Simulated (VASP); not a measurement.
Crystal: Sb.

```xyz
2
Lattice="2.1706 1.2532 3.8711 -2.1706 1.2532 3.8711 0.0000 -2.5064 3.8711" Properties=species:S:1:pos:R:3 pbc="T T T"
Sb    0.0000    0.0000    2.6862
Sb    0.0000    0.0000    8.9271
```

Base run:

| Quantity | Value |
| --- | --- |
| Program | VASP 6.6.1 |
| Functional | r2SCAN |
| Potentials or basis | VASP PAW PBE potentials, release 64 (Sb) |
| Cutoff | 520 eV |
| k mesh | 9 × 9 × 9 |
| Occupations | fermi-dirac, width 0.1 eV |
| Spin | no spin polarisation |

Its results: pressure 0.1 GPa; largest force 0.054 eV/Å.

Problem. After a change of settings the same cell gave: pressure 3.9 GPa; largest force 0.746 eV/Å. Which change was it?
A. occupations from fermi-dirac, width 0.1 eV to fermi-dirac, width 1 eV
B. k mesh from 9 × 9 × 9 to 4 × 4 × 4
C. occupations from fermi-dirac, width 0.1 eV to methfessel-paxton, width 0.03 eV; further incar settings from ALGO = Normal; EDIFF = 1e-06; NBANDS = 12 to ALGO = Normal; EDIFF = 1e-07; NBANDS = 12
D. k mesh from 9 × 9 × 9 to 7 × 7 × 7; further incar settings from ALGO = Normal; EDIFF = 1e-06; NBANDS = 12 to ALGO = Normal; EDIFF = 1e-07; NBANDS = 12

Solution. A.

Caveats: the PAW data sets were made with another functional, which shifts forces and pressure a little.
